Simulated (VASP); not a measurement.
Cd, 4 atoms in the cell. It takes space group P6_3/mmc (No. 194, hexagonal). Conventional cell: a = 2.984 Å, b = 2.984 Å, c = 9.482 Å, α = 90.00°, β = 90.00°, γ = 120.00°. Within 3.9 Å of Cd (site symmetry -3m) lie 12 Cd at 2.93 to 2.98 Å. Cd (site symmetry -6m2) has 12 Cd at 2.93 to 2.98 Å within 3.9 Å. 

* Program: VASP 6.6.1
* Task: single point
* Functional: LDA
* Potentials or basis: VASP PAW LDA potentials, release 64 (Cd)
* Cutoff: 520 eV
* k mesh: 13 × 13 × 4
* Occupations: fermi-dirac, width 0.1 eV
* Spin: no spin polarisation
* Dipole correction: no
* Further INCAR settings: ALGO = Normal; EDIFF = 1e-07; NBANDS = 32

Potentials or basis: VASP PAW LDA potentials, release 64 (Cd).

Launch:

```sh
$ cat potpaw_LDA.64/Cd/POTCAR > POTCAR
$ mpirun -np 1 vasp_std > vasp.out
```

Hardware: 1 thread of Intel Xeon 8259CL, on a shared host.

Task: How long does it take, and how much memory?

Result: Run time: 3.6 min on 1 thread of Intel Xeon 8259CL, with other jobs on the host, peak memory 0.23 GiB. Counts: scf iterations 12, k points 63.
